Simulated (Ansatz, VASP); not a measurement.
# One calculation of BAs, two programs

```
B As
1.0
     0.00000    2.29296    2.19742
     2.29296    0.00000    2.19742
     2.29296    2.29296    0.00000
B As
1 1
Cartesian
  0.0000 0.0000 0.0000
  3.4394 3.4394 3.2961
```

Change from the starting cell: strain -0.040 along x and y, -0.080 along z, atoms carried along.

Alike in both runs: task single point; functional r2SCAN; k mesh 10 × 10 × 10; occupations gaussian, width 0.05 eV; no spin polarisation.

|  | VASP | Ansatz |
| --- | --- | --- |
| version | VASP 6.6.1 | Ansatz 0.2.0 |
| potentials or method | VASP PAW PBE potentials, release 64 (B, As), cutoff 520 eV | scalar-relativistic, plane waves, PAW |
| valence electrons in the cell | 8 | 18 |

```tsv
	VASP	Ansatz	Ansatz less VASP
gap on the k mesh at the Fermi level (eV)	0.44	0.45	+0.007
least direct gap on the mesh (eV)	3.17	3.16	-0.004
pressure (GPa)	34.3	33.4	-0.90
traceless stress, the component that is largest in VASP (GPa)	6.67	6.72	+0.043
```

VASP's potentials were made for PBE, not for r2SCAN. Both programs put the cell under a high pressure, so it lies far from rest at this level. With one functional, cell and mesh, what is left measures potentials, basis and numerics. VASP's potentials hold 8 valence electrons a cell and Ansatz's 18, so a difference there can come from the potentials and not from the codes.
